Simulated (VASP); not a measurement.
The system is SiC (Moissanite 3C).

```xyz
2
Lattice="0.0000 2.1345 2.1345 2.1345 0.0000 2.1345 2.1345 2.1345 0.0000" Properties=species:S:1:pos:R:3 pbc="T T T"
Si    0.0000    0.0000    0.0000
C     3.2018    3.2018    3.2018
```

Base run:

```yaml
Program: VASP 6.6.1
Functional: RPBE
Potentials_or_basis: VASP PAW PBE potentials, release 64 (Si, C)
Cutoff: 600 eV
k_mesh: 10 × 10 × 10
Occupations: fermi-dirac, width 0.05 eV
Spin: no spin polarisation
```

Its results: band gap on the k mesh 1.30 eV, indirect (least direct gap 4.59 eV); pressure 21.8 GPa.

The run is repeated on the same cell with these changes: functional from RPBE to PBEsol; cutoff from 600 eV to 520 eV. What comes out?

Band gap on the k mesh 1.18 eV, indirect (least direct gap 4.50 eV); pressure 15.6 GPa.

PBEsol binds more tightly than RPBE, so the same cell stands under less pressure.

Caveats: the PAW data sets were made with another functional, which shifts forces and pressure a little.

A k mesh can miss the band edges.
